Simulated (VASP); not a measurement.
# Fe (Pm-3m) in VASP: further runs, part 3 of 3

VASP 6.6.1.

## 6. Single point, RPBE, collinear spin, ferromagnetic start (volume scaled by 1.08)

Input file INCAR:

```
SYSTEM = Fe
PREC = Accurate
ENCUT = 520
EDIFF = 1E-6
ISMEAR = -1
SIGMA = 0.05
LREAL = .False.
LASPH = .True.
NELM = 150
ALGO = Normal
ISIF = 2
LWAVE = .False.
LCHARG = .False.
ISPIN = 2
MAGMOM = 2.497
LORBIT = 11
LMAXMIX = 4
GGA = RP
NBANDS = 14
```

Input file KPOINTS:

```
regular mesh
0
Gamma
  15 15 15
  0 0 0
```

Input file POSCAR:

```
Fe
1.0
    2.4627189462      0.0000000000      0.0000000000
    0.0000000000      2.4627189462      0.0000000000
    0.0000000000      0.0000000000      2.4627189462
Fe
1
Direct
    0.0000000000      0.0000000000      0.0000000000
```

Potentials or basis: VASP PAW PBE potentials, release 64 (Fe).

On the command line:

```
$ cat potpaw_PBE.64/Fe/POTCAR > POTCAR
$ mpirun -np 1 vasp_std > vasp.out
```

OUTCAR:

```text
SYSTEM = Fe
   PREC = Accurate
   ENCUT = 520
   EDIFF = 1E-6
   ISMEAR = -1
   LREAL = .False.
   LASPH = .True.
   NELM = 150
   ISIF = 2
   ISPIN = 2
   LORBIT = 11
   GGA = RP

 ion  position               nearest neighbor table
   1  0.000  0.000  0.000-

  LATTYP: Found a simple cubic cell.
 ALAT       =     2.4627189462

  Lattice vectors:

 A1 = (   2.4627189462,   0.0000000000,   0.0000000000)
 A2 = (   0.0000000000,   2.4627189462,   0.0000000000)
 A3 = (   0.0000000000,   0.0000000000,   2.4627189462)

Analysis of symmetry for initial positions (statically):
=====================================================================
 Subroutine PRICEL returns:
 Original cell was already a primitive cell.

 Routine SETGRP: Setting up the symmetry group for a
 simple cubic supercell.

 Subroutine GETGRP returns: Found 48 space group operations
 (whereof 48 operations were pure point group operations)
 out of a pool of 48 trial point group operations.

The static configuration has the point symmetry O_h .

Analysis of symmetry for dynamics (positions and initial velocities):
=====================================================================
 Subroutine PRICEL returns:
 Original cell was already a primitive cell.

 Routine SETGRP: Setting up the symmetry group for a
 simple cubic supercell.

 Subroutine GETGRP returns: Found 48 space group operations
 (whereof 48 operations were pure point group operations)
 out of a pool of 48 trial point group operations.

The dynamic configuration has the point symmetry O_h .

Analysis of structural, dynamic, and magnetic symmetry:
=====================================================================
 Subroutine PRICEL returns:
 Original cell was already a primitive cell.

 Routine SETGRP: Setting up the symmetry group for a
 simple cubic supercell.

 Subroutine GETGRP returns: Found 48 space group operations
 (whereof 48 operations were pure point group operations)
 out of a pool of 48 trial point group operations.

The overall configuration has the point symmetry O_h .

 Subroutine INISYM returns: Found 48 space group operations
[... 151 lines left out ...]
 k-point     1 :       0.0000    0.0000    0.0000
  band No.  band energies     occupation
      1      -3.3740      1.00000
      2       0.2104      1.00000
      3       0.2104      1.00000
      4       2.9432      1.00000
      5       2.9432      1.00000
      6       2.9432      1.00000
      7      21.1477      0.00000
      8      21.1477      0.00000
      9      21.1477      0.00000
     10      24.6831      0.00000
     11      24.6831      0.00000
     12      28.6456      0.00000
     13      40.8335      0.00000
     14      40.8335      0.00000
[... 379 lines left out ...]
      3       1.4768      1.00000
      4       2.2409      1.00000
      5       2.6819      1.00000
      6       2.8005      1.00000
      7      11.0500      0.00000
      8      17.7371      0.00000
      9      25.3230      0.00000
     10      26.0607      0.00000
     11      27.0033      0.00000
     12      33.9372      0.00000
     13      34.5605      0.00000
     14      36.2799      0.00000

 [... further k-points ...]

 spin component 2

 k-point     1 :       0.0000    0.0000    0.0000
  band No.  band energies     occupation
      1      -3.1091      1.00000
      2       2.0434      1.00000
      3       2.0440      1.00000
      4       6.3266      0.00000
      5       6.3267      0.00000
      6       6.3276      0.00000
      7      21.7541      0.00000
      8      21.7541      0.00000
      9      21.7542      0.00000
     10      25.1378      0.00000
     11      25.1379      0.00000
     12      28.4642      0.00000
     13      41.1709      0.00000
     14      41.1709      0.00000
[... 379 lines left out ...]
      3       3.3919      0.99994
      4       5.1910      0.00000
      5       5.4546      0.00000
      6       6.0029      0.00000
      7      11.9863      0.00000
      8      18.3901      0.00000
      9      25.8867      0.00000
     10      26.8372      0.00000
     11      27.0482      0.00000
     12      34.2223      0.00000
     13      35.2515      0.00000
     14      36.5131      0.00000

 [... further k-points ...]
[... 5 lines left out ...]
  --------------------------------------------------------------------------------------
  -------------------------------------------------------------------------------------
  Total       -0.5167453     -0.5167453     -0.5167453     -0.0000000     -0.0000000      0.0000000
  in kB      -55.4297000    -55.4297000    -55.4297000     -0.0000000     -0.0000000      0.0000000
  external PRESSURE =     -55.4297000 kB  Pullay stress =       0.0000000 kB

 VOLUME and BASIS-vectors are now :
 -----------------------------------------------------------------------------
  energy-cutoff  :      520.00
  volume of cell :       14.94
      direct lattice vectors                 reciprocal lattice vectors
     2.462718946  0.000000000  0.000000000     0.406055267  0.000000000  0.000000000
     0.000000000  2.462718946  0.000000000     0.000000000  0.406055267  0.000000000
     0.000000000  0.000000000  2.462718946     0.000000000  0.000000000  0.406055267

 POSITION                                       TOTAL-FORCE (eV/Angst)
 -----------------------------------------------------------------------------------
      0.00000      0.00000      0.00000         0.000000      0.000000      0.000000
 -----------------------------------------------------------------------------------
    total drift:                               -0.000000      0.000000      0.000000

  FREE ENERGIE OF THE ION-ELECTRON SYSTEM (eV)
  ---------------------------------------------------
  free  energy   TOTEN  =        -7.0173591904 eV

  energy  without entropy=       -7.0073145797  energy(sigma->0) =       -7.01233689

 total charge

# of ion       s       p       d       tot
------------------------------------------
    1        0.458   0.345   6.185   6.989

 magnetization (x)

# of ion       s       p       d       tot
------------------------------------------
    1        0.000  -0.010   2.701   2.692
```

stdout:

```text
POSCAR found type information on POSCAR Fe
 POSCAR found :  1 types and       1 ions
 scaLAPACK will be used
 -----------------------------------------------------------------------------
|                                                                             |
|                                                                             |
|     You enforced a specific xc type in the INCAR file but a different       |
|     I HOPE YOU KNOW WHAT YOU ARE DOING!                                     |
|                                                                             |
 -----------------------------------------------------------------------------

 LDA part: xc-table for (Slater+PW92), standard interpolation
 POSCAR, INCAR and KPOINTS ok, starting setup
 FFT: planning ... GRIDC
 FFT: planning ... GRID_SOFT
 FFT: planning ... GRID
 WAVECAR not read
 entering main loop
```

It took 16 s on 1 thread of Intel Xeon 6975P-C (Granite Rapids), shared host; peak memory 0.15 GiB.

What came out:

```yaml
Free_energy: -7.0174 eV
Pressure: -5.5 GPa
Net_moment: 2.69 μB per cell
Site_moments: Fe +2.69 μB
Valence_electrons_inside_the_program's_atomic_spheres: Fe 6.99
```

Caveat: the PAW data sets were made with another functional, which shifts forces and pressure a little.

## 7. Overview

```tsv
cell	gap on the mesh (eV)	pressure (GPa)	moment (μB)
a = 2.335 Å, 1 atom	none	10.7	2.32
a = 2.368 Å, 1 atom	none	4.2	2.37
a = 2.400 Å, 1 atom	none	-0.6	2.43
a = 2.432 Å, 1 atom	none	-3.7	2.54
a = 2.463 Å, 1 atom	none	-5.5	2.69
```

Alike in all rows: task single point; level RPBE; potentials or basis VASP PAW PBE potentials, release 64 (Fe); spin collinear, ferromagnetic start; k mesh 15 × 15 × 15; cutoff (eV) 520; smearing fermi-dirac 0.05 eV.

Caveats: the PAW data sets were made with another functional, which shifts forces and pressure a little.

Absolute energies hang on the potentials; compare differences alone.
